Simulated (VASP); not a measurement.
# CaZr2N3 (P4/mmm) in VASP: further runs

CaZr2N3 is run at these levels: PBE; tasks: single point.

Everything below comes from runs of VASP 6.6.1. Logs are shortened: lines on timing, memory, paths and dates and some standing lists are left out, and cuts for length are marked.

**1. The cell of the first run**

It takes space group P4/mmm (No. 123, tetragonal). The conventional cell has a = 4.240 Å, b = 4.240 Å, c = 5.221 Å, α = 90.00°, β = 90.00°, γ = 90.00°. Ca (site symmetry 4/mmm) has 2 Zr at 2.61 Å and 12 N at 3.00 to 3.36 Å within 3.4 Å. Zr (site symmetry 4/mmm) has 6 N at 2.12 to 2.61 Å within 2.8 Å. Zr (site symmetry 4/mmm) has 4 N at 2.12 Å and 2 Ca at 2.61 Å within 2.8 Å. Within 3.4 Å of N (site symmetry 4/mmm) lie 2 Zr at 2.61 Å and 4 Ca at 3.00 Å and 8 N at 3.36 Å. N (site symmetry mmm) has 4 Zr at 2.12 Å within 2.8 Å.

The cell was generated, and may not be a known phase.

**2. Single point, PBE**

Input file INCAR:

```
SYSTEM = CaZr2N3
  ALGO = Normal
  EDIFF = 1E-7
  ENCUT = 520
  GGA = PE
  ISIF = 2
  ISMEAR = 0
  LASPH = .TRUE.
  LCHARG = .FALSE.
  LREAL = .FALSE.
  LWAVE = .FALSE.
  NBANDS = 34
  NELM = 60
  PREC = Accurate
  SIGMA = 0.1
```

Input file KPOINTS:

```
k-points
0
G
  4 4 4
  0 0 0
```

Input file POSCAR:

```
CaZr2N3
1.0
    4.2396216300      0.0000000000      0.0000000000
    0.0000000000      4.2396216300      0.0000000000
    0.0000000000      0.0000000000      5.2205966900
Ca Zr N
1 2 3
Direct
    0.0000000000      0.0000000000      0.5000000000
    0.5000000000      0.5000000000      0.0000000000
    0.0000000000      0.0000000000      0.0000000000
    0.5000000000      0.5000000000      0.5000000000
    0.0000000000      0.5000000000      0.0000000000
    0.5000000000      0.0000000000      0.0000000000
```

Potentials or basis: VASP PAW PBE potentials, release 64 (Ca_sv, Zr_sv, N).

The run is started by

```
$ cat potpaw_PBE.64/Ca_sv/POTCAR potpaw_PBE.64/Zr_sv/POTCAR potpaw_PBE.64/N/POTCAR > POTCAR
$ mpirun -np 1 vasp_std > vasp.out
```

OUTCAR:

```text
SYSTEM = CaZr2N3
   EDIFF = 1E-7
   ENCUT = 520
   GGA = PE
   ISIF = 2
   ISMEAR = 0
   LASPH = .TRUE.
   LREAL = .FALSE.
   NELM = 60
   PREC = Accurate

 ion  position               nearest neighbor table
   1  0.000  0.000  0.500-   3 2.61   3 2.61
   2  0.500  0.500  0.000-   5 2.12   6 2.12   6 2.12   5 2.12   4 2.61   4 2.61   3 3.00   3 3.00
                             3 3.00   3 3.00
   3  0.000  0.000  0.000-   5 2.12   6 2.12   5 2.12   6 2.12   1 2.61   1 2.61   2 3.00   2 3.00
                             2 3.00   2 3.00
   4  0.500  0.500  0.500-   2 2.61   2 2.61
   5  0.000  0.500  0.000-   2 2.12   3 2.12   3 2.12   2 2.12
   6  0.500  0.000  0.000-   2 2.12   3 2.12   2 2.12   3 2.12

  LATTYP: Found a simple tetragonal cell.
 ALAT       =     4.2396216300
 C/A-ratio  =     1.2313826906

  Lattice vectors:

 A1 = (   4.2396216300,   0.0000000000,   0.0000000000)
 A2 = (   0.0000000000,   4.2396216300,   0.0000000000)
 A3 = (   0.0000000000,   0.0000000000,   5.2205966900)

Analysis of symmetry for initial positions (statically):
=====================================================================
 Subroutine PRICEL returns:
 Original cell was already a primitive cell.

 Routine SETGRP: Setting up the symmetry group for a
 simple tetragonal supercell.

 Subroutine GETGRP returns: Found 16 space group operations
 (whereof 16 operations were pure point group operations)
 out of a pool of 16 trial point group operations.

The static configuration has the point symmetry D_4h.

Analysis of symmetry for dynamics (positions and initial velocities):
=====================================================================
 Subroutine PRICEL returns:
 Original cell was already a primitive cell.

 Routine SETGRP: Setting up the symmetry group for a
 simple tetragonal supercell.

 Subroutine GETGRP returns: Found 16 space group operations
 (whereof 16 operations were pure point group operations)
 out of a pool of 16 trial point group operations.

The dynamic configuration has the point symmetry D_4h.

 Subroutine INISYM returns: Found 16 space group operations
 (whereof 16 operations are pure point group operations),
 and found     1 'primitive' translations

[... 95 lines left out ...]
   EDIFF  = 0.1E-06   stopping-criterion for ELM
   LREAL  =      F    real-space projection
   EDIFFG = 0.1E-05   stopping-criterion for IOM
   NSW    =      0    number of steps for IOM
   IBRION =     -1    ionic relax: 0-MD 1-quasi-New 2-CG
   NFREE  =      0    steps in history (QN), initial steepest desc. (CG)
   ISIF   =      2    stress and relaxation
   ISYM   =      2    0-nonsym 1-usesym 2-fastsym
   POTIM  = 0.5000    time-step for ionic-motion
   TEBEG  =    0.0;   TEEND  =   0.0 temperature during run
   PSTRESS=    0.0 pullay stress
   NELECT =      49.0000    total number of electrons
   NUPDOWN=      -1.0000    fix difference up-down
   EMIN   =  10.00;   EMAX   =-10.00  energy-range for DOS
   EFERMI =   0.00;   METHOD = LEGACY
   ISMEAR =     0;   SIGMA  =   0.10  broadening in eV -4-tet -1-fermi 0-gaus
   EFERMI_NEDOS =   21; number of points for ismear=-14 and -15
   IALGO  =     38    algorithm
   IMIX   =      4    mixing-type and parameters
     AMIX     =   0.40;   BMIX     =  1.00
     AMIX_MAG =   1.60;   BMIX_MAG =  1.00
  volume/ion in A,a.u.               =      15.64       105.54
  Fermi-wavevector in a.u.,A,eV,Ry     =   1.318304  2.491232 23.645894  1.737924
  Thomas-Fermi vector in A             =   2.448283
   LORBIT       =      0    0 simple, 1 ext, 2 COOP (PROOUT), +10 PAW based schemes
   GGA     = PE    functional components
   LHFCALC =     F    Hartree Fock is set to
   AEXX    =    0.0000 exact exchange contribution
   IVDW    =     0    specifies the selected vdW correction
   LEPSILON=     F    determine dielectric tensor
   LRPA    =     F    only Hartree local field effects (RPA)
 non-spin polarized calculation
 Gauss-broadening in eV      SIGMA  =   0.10
  energy-cutoff  :      520.00
  volume of cell :       93.84
 maximum number of plane-waves:      2548
 NGX is ok and might be reduce to    32
   NGX = 15   NGY = 15   NGZ = 19

 number of electron      48.9999993 magnetization

 Free energy of the ion-electron system (eV)
  ---------------------------------------------------
  ext. energy  EPLUGINS =         0.00000000
  ---------------------------------------------------
  free energy    TOTEN  =       -45.71957165 eV

  energy without entropy =      -45.69466760  energy(sigma->0) =      -45.70711962

 E-fermi :   6.1535     XC(G=0): -10.5741

 val. band max:        6.0938006511   @ k =   0.2500   0.2500   0.5000
 cond. band min:       6.1578567575   @ k =   0.2500   0.2500   0.2500
 fundamental gap:      0.0640561064
 Fermi energy:         6.1534812041

 k-point     1 :       0.0000    0.0000    0.0000
  band No.  band energies     occupation
      1     -42.5202      2.00000
      2     -42.2771      2.00000
      3     -34.7834      2.00000
      4     -21.1780      2.00000
      5     -21.0983      2.00000
      6     -21.0983      2.00000
[... 655 lines left out ...]
     33      11.0621      0.00000
     34      11.1648      0.00000

------------------------ aborting loop because EDIFF is reached ----------------------------------------

  FORCE on cell =-STRESS in cart. coord.  units (eV):
  Direction    XX          YY          ZZ          XY          YZ          ZX
  --------------------------------------------------------------------------------------
  -------------------------------------------------------------------------------------
  Total        6.3970556      6.3970556      6.2976155      0.0000000     -0.0000000      0.0000000
  in kB      109.2235693    109.2235693    107.5257248      0.0000000     -0.0000000      0.0000000
  external PRESSURE =     108.6576211 kB  Pullay stress =       0.0000000 kB

 VOLUME and BASIS-vectors are now :
 -----------------------------------------------------------------------------
  energy-cutoff  :      520.00
  volume of cell :       93.84
      direct lattice vectors                 reciprocal lattice vectors
     4.239621630  0.000000000  0.000000000     0.235870105  0.000000000  0.000000000
     0.000000000  4.239621630  0.000000000     0.000000000  0.235870105  0.000000000
     0.000000000  0.000000000  5.220596690     0.000000000  0.000000000  0.191548986

 POSITION                                       TOTAL-FORCE (eV/Angst)
 -----------------------------------------------------------------------------------
      0.00000      0.00000      2.61030         0.000000      0.000000      0.000000
      2.11981      2.11981      0.00000         0.000000      0.000000      0.000000
      0.00000      0.00000      0.00000         0.000000      0.000000      0.000000
      2.11981      2.11981      2.61030         0.000000      0.000000      0.000000
      0.00000      2.11981      0.00000         0.000000      0.000000      0.000000
      2.11981      0.00000      0.00000         0.000000      0.000000      0.000000
 -----------------------------------------------------------------------------------
    total drift:                                0.000000     -0.000000     -0.000000

  FREE ENERGIE OF THE ION-ELECTRON SYSTEM (eV)
  ---------------------------------------------------
  free  energy   TOTEN  =       -45.7195716493 eV

  energy  without entropy=      -45.6946675977  energy(sigma->0) =      -45.70711962
```

OSZICAR:

```text
N       E                     dE             d eps       ncg     rms          rms(c)
DAV:   1     0.489027174003E+03    0.48903E+03   -0.25369E+04  1224   0.143E+03
DAV:   2    -0.118909090505E+02   -0.50092E+03   -0.47549E+03  1430   0.416E+02
DAV:   3    -0.531815170745E+02   -0.41291E+02   -0.40618E+02  1934   0.105E+02
DAV:   4    -0.554320987073E+02   -0.22506E+01   -0.22393E+01  1816   0.214E+01
[... 10 lines left out ...]
DAV:  15    -0.457195701275E+02    0.82249E-04   -0.13596E-04  1698   0.458E-02    0.809E-03
DAV:  16    -0.457195724509E+02   -0.23234E-05   -0.71471E-06  1662   0.134E-02    0.769E-03
DAV:  17    -0.457195717073E+02    0.74354E-06   -0.11779E-06  1654   0.568E-03    0.107E-03
DAV:  18    -0.457195715877E+02    0.11965E-06   -0.20905E-07  1254   0.218E-03    0.169E-03
DAV:  19    -0.457195716493E+02   -0.61655E-07   -0.32705E-08   838   0.100E-03
   1 F= -.45719572E+02 E0= -.45707120E+02  d E =-.249041E-01
```

Run time: 3.2 min. Hardware: 1 thread of Intel Xeon 8259CL, shared host; peak memory 0.22 GiB.

Results:

```yaml
Free_energy: -45.7196 eV
Pressure: 10.9 GPa
Band_gap_on_the_k_mesh: zero (an odd number of electrons rules out a gap without spin polarisation)
```

Caveat: the k points lie up to 0.37 Å⁻¹ apart, too coarse for converged energies and pressures of a metal; an odd number of electrons without spin polarisation forces a metal; a magnetic or distorted state may lie lower.

**3. Single point, PBE**

This run uses another cell than the first one, of 17.76 Å³/atom.

Input file INCAR:

```
PREC     = Accurate       # precision mode
ENCUT    = 520            # plane-wave cutoff, eV
EDIFF    = 1E-6           # SCF threshold, eV
ISMEAR   = 0              # smearing method
SIGMA    = 0.1            # smearing width, eV
LREAL    = False          # projectors in reciprocal space
LASPH    = True           # aspherical terms in the spheres
NELM     = 100            # most SCF steps
ALGO     = Normal         # electronic algorithm
ISIF     = 2              # what is computed and relaxed
LWAVE    = False          # write WAVECAR
LCHARG   = False          # write CHGCAR
GGA      = PE             # functional
NBANDS   = 34             # bands
```

Input file KPOINTS:

```
regular mesh
0
Gamma
  4 4 4
```

Edit POSCAR of step 2 so:

```diff
@@ -2,5 +2,5 @@
 1.0
-    4.2396216300      0.0000000000      0.0000000000
-    0.0000000000      4.2396216300      0.0000000000
-    0.0000000000      0.0000000000      5.2205966900
+    4.3053622103      0.0000000000      0.0000000000
+    0.0000000000      4.3053622103      0.0000000000
+    0.0000000000      0.0000000000      5.7475338438
 Ca Zr N
```

Potentials or basis: VASP PAW PBE potentials, release 64 (Ca_sv, Zr_sv, N).

The run is started by

```
$ cat potpaw_PBE.64/Ca_sv/POTCAR potpaw_PBE.64/Zr_sv/POTCAR potpaw_PBE.64/N/POTCAR > POTCAR
$ mpirun -np 1 vasp_std > vasp.out
```

It took 3.5 min on 1 thread of Intel Xeon 8259CL, shared host; peak memory 0.24 GiB.

The run converged. Its results:

```yaml
Free_energy: -46.1177 eV
Pressure: 0.2 GPa
Band_gap_on_the_k_mesh: zero (an odd number of electrons rules out a gap without spin polarisation)
```

Levels at points of the mesh, in eV from the Fermi level:
```csv
k point,band 21,band 22,band 23,band 24,band 25,band 26,band 27,band 28,band 29,band 30
"(0.00, 0.00, 0.00)",-1.43,-1.43,-1.35,-0.37,-0.37,0.06,0.14,0.14,2.31,2.84
"(0.50, 0.00, 0.00)",-2.82,-1.78,-0.26,-0.19,-0.16,0.48,1.50,2.23,3.05,3.16
"(0.50, 0.50, 0.00)",-4.34,-0.88,-0.67,-0.67,-0.39,2.57,2.84,2.84,4.01,4.01
"(0.00, 0.00, 0.50)",-1.66,-1.43,-1.43,-0.74,-0.74,0.99,0.99,1.08,2.95,3.18
"(0.50, 0.00, 0.50)",-2.81,-1.63,-0.57,-0.55,0.70,1.02,2.11,2.87,3.12,3.22
"(0.50, 0.50, 0.50)",-4.39,-1.36,-0.19,-0.19,0.97,2.25,2.69,2.69,3.57,3.57
```

Caveat: the k points lie up to 0.36 Å⁻¹ apart, too coarse for converged energies and pressures of a metal; an odd number of electrons without spin polarisation forces a metal; a magnetic or distorted state may lie lower.

The gap in the log of VASP goes by the Fermi energy; the results here count the filled bands.